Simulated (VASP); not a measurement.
Runs of VASP 6.6.1 on ZnCu. The structure is that of space group Pm-3m (No. 221), or close to it. The cells are those of the table. 

```csv
cell,gap on the mesh (eV),pressure (GPa)
"a = 2.885 Å, 2 atoms",none,12.1
"a = 2.905 Å, 2 atoms",none,(a)
"a = 2.945 Å, 2 atoms",none,3.0
"a = 2.984 Å, 2 atoms",none,-1.5
```

Alike in all rows: task single point; level PBE; potentials or basis VASP PAW PBE potentials, release 64 (Zn, Cu); no spin polarisation; k mesh 8 × 8 × 8; cutoff (eV) 520; smearing fermi-dirac 0.1 eV.

**Question.** Fill in the values left out.

**Answer.** (a) 8.7.

A gap of «none» marks levels without a gap at the run's occupations.
